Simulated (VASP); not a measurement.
# SnO2 (P4_2/mnm) in VASP: settings compared, part 2 of 2

VASP 6.6.1. Earlier steps stand in the parts before.

## 5. Relaxation of shape and atoms at fixed volume, PBE+D3(BJ)

This run uses another cell than the first one, of 11.07 Å³/atom.

Input file INCAR:

```
SYSTEM = SnO2
PREC = Accurate
ENCUT = 600
EDIFF = 1E-6
ISMEAR = 0
SIGMA = 0.02
LREAL = .FALSE.
LASPH = .TRUE.
NELM = 80
ALGO = Normal
ISIF = 4
LWAVE = .FALSE.
LCHARG = .FALSE.
GGA = PE
IVDW = 12
IBRION = 2
NSW = 50
EDIFFG = -0.02
```

Input file KPOINTS:

```
regular mesh
0
G
  6 6 6
  0 0 0
```

Input file POSCAR:

```
SnO2
1.0
   -3.1475234177      3.2479763569      3.2479763569
    3.1475234177     -3.2479763569      3.2479763569
    3.1475234177      3.2479763569     -3.2479763569
Sn O
4 8
Direct
    1.0000000000      0.2500000000      0.7500000000
    0.0000000000      0.7500000000      0.2500000000
    0.5000000000      0.5000000000      0.5000000000
    0.5000000000      0.0000000000      0.0000000000
    0.1946447404      0.1946447404      0.5000000000
    0.6946447404      0.7500000000      0.9446447404
    0.1946447404      0.6946447404      1.0000000000
    0.3053552596      0.7500000000      0.5553552596
    0.6946447404      0.2500000000      0.4446447404
    0.3053552596      0.2500000000      0.0553552596
    0.8053552596      0.3053552596      0.0000000000
    0.8053552596      0.8053552596      0.5000000000
```

Potentials or basis: VASP PAW PBE potentials, release 64 (Sn_d, O).

On the command line:

```bash
$ cat potpaw_PBE.64/Sn_d/POTCAR potpaw_PBE.64/O/POTCAR > POTCAR
$ mpirun -np 1 vasp_std > vasp.out
```

OUTCAR:

```text
SYSTEM = SnO2
   PREC = Accurate
   ENCUT = 600
   EDIFF = 1E-6
   ISMEAR = 0
   LREAL = .FALSE.
   LASPH = .TRUE.
   NELM = 80
   ISIF = 4
   GGA = PE
   IVDW = 12
   IBRION = 2
   NSW = 50
   EDIFFG = -0.02
 IVDW          = 12

 ion  position               nearest neighbor table
   1  0.000  0.250  0.750-   9 1.98  10 1.98   5 2.02   7 2.02  11 2.02  12 2.02   2 3.15   2 3.15
                             4 3.61   3 3.61   4 3.61   3 3.61   3 3.61   4 3.61   4 3.61   3 3.61
   2  0.000  0.750  0.250-   6 1.98   8 1.98   7 2.02   5 2.02  11 2.02  12 2.02   1 3.15   1 3.15
                             3 3.61   4 3.61   4 3.61   4 3.61   3 3.61   4 3.61   3 3.61   3 3.61
   3  0.500  0.500  0.500-   5 1.98  12 1.98   9 2.02   8 2.02  10 2.02   6 2.02   4 3.15   4 3.15
                             1 3.61   2 3.61   2 3.61   1 3.61   1 3.61   2 3.61   1 3.61   2 3.61
   4  0.500  0.000  0.000-   7 1.98  11 1.98  10 2.02   6 2.02   8 2.02   9 2.02   3 3.15   3 3.15
                             2 3.61   1 3.61   1 3.61   1 3.61   1 3.61   2 3.61   2 3.61   2 3.61
   5  0.195  0.195  0.500-   3 1.98   2 2.02   1 2.02
   6  0.695  0.750  0.945-   2 1.98   4 2.02   3 2.02
   7  0.195  0.695  0.000-   4 1.98   2 2.02   1 2.02
   8  0.305  0.750  0.555-   2 1.98   3 2.02   4 2.02
   9  0.695  0.250  0.445-   1 1.98   3 2.02   4 2.02
  10  0.305  0.250  0.055-   1 1.98   4 2.02   3 2.02
  11  0.805  0.305  0.000-   4 1.98   2 2.02   1 2.02
  12  0.805  0.805  0.500-   3 1.98   2 2.02   1 2.02

  LATTYP: Found a body centered tetragonal cell.
 ALAT       =     6.4959527138
 C/A-ratio  =     0.9690721458

  Lattice vectors:

 A1 = (  -3.1475234177,   3.2479763569,  -3.2479763569)
 A2 = (  -3.1475234177,  -3.2479763569,   3.2479763569)
 A3 = (   3.1475234177,   3.2479763569,   3.2479763569)

Analysis of symmetry for initial positions (statically):
=====================================================================
 Subroutine PRICEL returns following result:

  LATTYP: Found a simple tetragonal cell.
 ALAT       =     4.5933322142
 C/A-ratio  =     0.6852374858

  Lattice vectors:

 A1 = (   0.0000000000,  -3.2479763569,  -3.2479763569)
 A2 = (   0.0000000000,   3.2479763569,  -3.2479763569)
 A3 = (   3.1475234177,   0.0000000000,   0.0000000000)

   2 primitive cells build up your supercell.

 Routine SETGRP: Setting up the symmetry group for a
 body centered tetragonal supercell.

[... 146 lines left out ...]
   ISYM   =      2    0-nonsym 1-usesym 2-fastsym
   POTIM  = 0.5000    time-step for ionic-motion
   TEBEG  =    0.0;   TEEND  =   0.0 temperature during run
   PSTRESS=    0.0 pullay stress
   NELECT =     104.0000    total number of electrons
   NUPDOWN=      -1.0000    fix difference up-down
   EMIN   =  10.00;   EMAX   =-10.00  energy-range for DOS
   EFERMI =   0.00;   METHOD = LEGACY
   ISMEAR =     0;   SIGMA  =   0.02  broadening in eV -4-tet -1-fermi 0-gaus
   EFERMI_NEDOS =   21; number of points for ismear=-14 and -15
   IALGO  =     38    algorithm
   IMIX   =      4    mixing-type and parameters
     AMIX     =   0.40;   BMIX     =  1.00
     AMIX_MAG =   1.60;   BMIX_MAG =  1.00
  volume/ion in A,a.u.               =      11.07        74.69
  Fermi-wavevector in a.u.,A,eV,Ry     =   1.508925  2.851455 30.978497  2.276855
  Thomas-Fermi vector in A             =   2.619315
   LORBIT       =      0    0 simple, 1 ext, 2 COOP (PROOUT), +10 PAW based schemes
   GGA     = PE    functional components
   LHFCALC =     F    Hartree Fock is set to
   AEXX    =    0.0000 exact exchange contribution
   IVDW    =    12    specifies the selected vdW correction
   LEPSILON=     F    determine dielectric tensor
   LRPA    =     F    only Hartree local field effects (RPA)
 conjugate gradient relaxation of ions
 non-spin polarized calculation
 Gauss-broadening in eV      SIGMA  =   0.02
  energy-cutoff  :      600.00
  volume of cell :      132.82
 maximum number of plane-waves:      4460
 NGX is ok and might be reduce to    48
   NGX = 23   NGY = 23   NGZ = 23

--------------------------------------- Ionic step        1  -------------------------------------------

 number of electron     104.0000010 magnetization

 Free energy of the ion-electron system (eV)
  ---------------------------------------------------
  ext. energy  EPLUGINS =         0.00000000
  ---------------------------------------------------
  free energy    TOTEN  =       -73.04855132 eV

  energy without entropy =      -73.04855132  energy(sigma->0) =      -73.04855132

------------------------ aborting loop because EDIFF is reached ----------------------------------------

 Edisp (eV)   -2.89414

 E8    (eV) :    -1.1640
[... 141 lines left out ...]
--------------------------------------- Ionic step        4  -------------------------------------------

 number of electron     104.0000009 magnetization

 Free energy of the ion-electron system (eV)
  ---------------------------------------------------
  ext. energy  EPLUGINS =         0.00000000
  ---------------------------------------------------
  free energy    TOTEN  =       -73.05439479 eV

  energy without entropy =      -73.05439479  energy(sigma->0) =      -73.05439479

 E-fermi :   7.1323     XC(G=0): -11.6730

 val. band max:        7.0495547661   @ k =   0.0000   0.0000   0.0000
 cond. band min:       9.1215262842   @ k =   0.0000   0.0000   0.0000
 fundamental gap:      2.0719715182
 Fermi energy:         7.1323184016

 k-point     1 :       0.0000    0.0000    0.0000
  band No.  band energies     occupation
      1     -14.2024      2.00000
      2     -13.8016      2.00000
      3     -13.8016      2.00000
      4     -13.3856      2.00000
      5     -13.3856      2.00000
      6     -13.2006      2.00000
[... 1549 lines left out ...]
     61      18.2120      0.00000
     62      18.4723      0.00000

 [... further k-points ...]

------------------------ aborting loop because EDIFF is reached ----------------------------------------

 Edisp (eV)   -2.89424

 E8    (eV) :    -1.1640
[... 35 lines left out ...]
  FREE ENERGIE OF THE ION-ELECTRON SYSTEM (eV)
  ---------------------------------------------------
  free  energy   TOTEN  =       -75.9486348045 eV

  energy  without entropy=      -75.9486348045  energy(sigma->0) =      -75.94863480

 reached required accuracy - stopping structural energy minimisation
```

Wall time 28 min (1 thread of Oxide Virtual Turin-like, shared host); peak memory 0.44 GiB.

Results:

- Free energy: -75.9486 eV
- Energy gained by relaxing: 0.5 meV/atom
- Ionic steps: 4
- Pressure after relaxing: 26.9 GPa
- Largest force after relaxing: 0.013 eV/Å
- Band gap on the k mesh: 2.07 eV
- Dispersion energy per atom: -0.241 eV

Forces on the atoms (eV/Å):
```
Sn   0.000  0.000  0.000
Sn   0.000  0.000  0.000
Sn   0.000  0.000  0.000
Sn   0.000  0.000  0.000
O    0.000  0.000 -0.013
O    0.000 -0.013  0.000
O    0.000  0.000 -0.013
O    0.000  0.013  0.000
O    0.000 -0.013  0.000
O    0.000  0.013  0.000
O    0.000  0.000  0.013
O    0.000  0.000  0.013
```

Step by step:
```tsv
step	energy change (eV)	largest force (eV/Å)	pressure (GPa)	volume (Å³)
1	0.0000	0.1081	27.30	132.82
2	-0.0036	0.1370	26.86	132.82
3	-0.0051	0.0503	27.00	132.82
4	-0.0059	0.0126	26.94	132.82
```

Final structure:
```xyz
12
Lattice="-3.1633 3.2399 3.2399 3.1633 -3.2399 3.2399 3.1633 3.2399 -3.2399" Properties=species:S:1:pos:R:3 pbc="T T T"
Sn    0.0000    4.8598    1.6199
Sn    0.0000    1.6199    4.8598
Sn    1.5817    1.6199    1.6199
Sn    1.5817    4.8598   -1.6199
O     1.5817    1.6199   -0.3572
O     3.1633    2.8827    1.6199
O     4.7450    1.6199   -0.3572
O     3.1633    0.3572    1.6199
O     0.0000    2.8827    1.6199
O     0.0000    0.3572    1.6199
O     1.5817    4.8598    0.3572
O     1.5817    1.6199    3.5970
```

Caveat: spin-orbit coupling is left out, which moves the levels of the heavy elements.

## 6. The runs side by side

| task | level | cell | cutoff (eV) | gap on the mesh (eV) | pressure (GPa) | largest force (eV/Å) |
| --- | --- | --- | --- | --- | --- | --- |
| single point | PBE | a = 5.631 Å, angles 111.2, 108.6, 108.6°, 12 atoms, atomic positions A | 520 | 1.67 | 21.1 | 0.01 |
| single point | PBE | a = 5.693 Å, angles 111.5, 108.5, 108.5°, 12 atoms, atomic positions A | 520 | 1.30 | 13.0 | 0.01 |
| relaxation of shape and atoms at fixed volume | PBE | relaxed from a = 5.928 Å, angles 112.7, 107.9, 107.9°, 12 atoms, atomic positions B | 600 | 0.18 | -8.0 | 0.01 |
| relaxation of shape and atoms at fixed volume | PBE+D3(BJ) | relaxed from a = 5.568 Å, angles 111.2, 108.6, 108.6°, 12 atoms, atomic positions A | 600 | 2.07 | 26.9 | 0.01 |

Alike in all rows: potentials or basis VASP PAW PBE potentials, release 64 (Sn_d, O); no spin polarisation; k mesh 6 × 6 × 6; smearing gaussian 0.02 eV.

Caveats: spin-orbit coupling is left out, which moves the levels of the heavy elements; the cell stands under pressure (at least some runs).

Absolute energies hang on the potentials; compare differences alone.
